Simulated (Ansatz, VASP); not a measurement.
## InP: VASP beside Ansatz

```
In P
1.0
     0.00000    2.93924    2.95394
     2.93924    0.00000    2.95394
     2.93924    2.93924    0.00000
In P
1 1
Direct
  0.00000 0.00000 0.00000
  0.75000 0.75000 0.75000
```

Change from the starting cell: z stretched by +0.5 %, x and y held, PAW files.

Alike in both runs: task single point; functional PBEsol; k mesh 6 × 6 × 6; no spin polarisation.

|  | VASP | Ansatz |
| --- | --- | --- |
| version | VASP 6.6.1 | Ansatz 0.2.0 |
| potentials or method | VASP PAW PBE potentials, release 64 (In_d, P) | PAW with Ansatz's default frozen-core files, scalar-relativistic |
| plane-wave cutoff (eV) | 500 | 420 |
| occupations | gaussian, width 0.01 eV | fixed |
| valence electrons in the cell | 18 | 18 |

```csv
,VASP,Ansatz,Ansatz less VASP
gap on the k mesh at the Fermi level (eV),0.53,0.53,+0.002
pressure (GPa),-0.4,-0.3,+0.01
"traceless stress, the component that is largest in VASP (GPa)",-0.14,-0.14,0.000
```

VASP's potentials were made for PBE, not for PBEsol.
